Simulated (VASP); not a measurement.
Input of a VASP 6.6.1 run:

Contents of INCAR:

```
SYSTEM = HgTe
AGGAC = 1.0
AGGAX = 1.0
ALDAC = 0.0
ALDAX = 1.0
ALGO = Normal
EDIFF = 1E-7
EDIFFG = -0.005
ENCUT = 600
GGA = B5
IBRION = 2
ISIF = 3
ISMEAR = -1
LASPH = .TRUE.
LCHARG = .FALSE.
LREAL = .FALSE.
LWAVE = .FALSE.
NELM = 100
NSW = 80
PREC = Accurate
SIGMA = 0.05
```

File KPOINTS:

```
k-points
0
G
  7 7 7
  0 0 0
```

File POSCAR:

```
HgTe
1.0
    0.0000000000      3.2145000000      3.2145000000
    3.2145000000      0.0000000000      3.2145000000
    3.2145000000      3.2145000000      0.0000000000
Hg Te
1 1
Direct
    0.0000000000      0.0000000000      0.0000000000
    0.7500000000      0.7500000000      0.7500000000
```

Potentials or basis: VASP PAW PBE potentials, release 64 (Hg, Te).

Command:

```sh
$ cat potpaw_PBE.64/Hg/POTCAR potpaw_PBE.64/Te/POTCAR > POTCAR
$ mpirun -np 1 vasp_std > vasp.out
```

Task: What does it give for the band gap on the k mesh?

Result: Zero (filled and empty bands touch).

Task: Predict the relaxed cell.

Result: a = 4.842 Å, b = 4.842 Å, c = 4.842 Å, α = 60.00°, β = 60.00°, γ = 60.00°.

The path:
```csv
step,energy change (eV),largest force (eV/Å),pressure (GPa),volume (Å³)
1,0.0000,0.0000,8.20,66.43
2,-0.2780,0.0000,-1.09,84.15
3,-0.2917,0.0000,0.07,80.07
4,-0.2918,0.0000,-0.03,80.36
5,-0.2918,0.0000,0.00,80.29
```

Caveat: the volume moved by over 15 % at a fixed basis, so the end points are rough; the PAW data sets were made with another functional, which shifts forces and pressure a little; spin-orbit coupling is left out, which moves the levels of the heavy elements; the volume moved by +21 % from the deposited cell, more than functionals usually miss. Zero-point motion and thermal expansion aren't in these numbers.
